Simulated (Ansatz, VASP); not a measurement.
# Ge: VASP beside Ansatz

```
Ge
1.0
     0.00000    2.82891    2.82891
     2.82891    0.00000    2.82891
     2.82891    2.82891    0.00000
Ge
2
Direct
  0.00000 0.00000 0.00000
  0.25000 0.25000 0.25000
```

Alike in both runs: task relaxation of cell and atoms; functional PBEsol; k mesh 14 × 14 × 14; occupations gaussian, width 0.1 eV; no spin polarisation.

```csv
,VASP,Ansatz
version,VASP 6.6.1,Ansatz 0.2.0
potentials or method,"VASP PAW PBE potentials, release 64 (Ge_d), cutoff 600 eV","scalar-relativistic, plane waves, PAW"
valence electrons in the cell,28,28
```

|  | VASP | Ansatz | Ansatz less VASP |
| --- | --- | --- | --- |
| gap on the k mesh at the Fermi level, each at its own relaxed structure (eV) | none | none | - |
| relaxed volume (Å³/atom) | 22.83 | 22.86 | +0.024 |
| relaxed cell length with the largest relative difference (Å) | 4.012 | 4.013 | +0.0014 |

VASP's potentials were made for PBE, not for PBEsol. A gap of «none» marks a metal or a gap that the smearing closes.
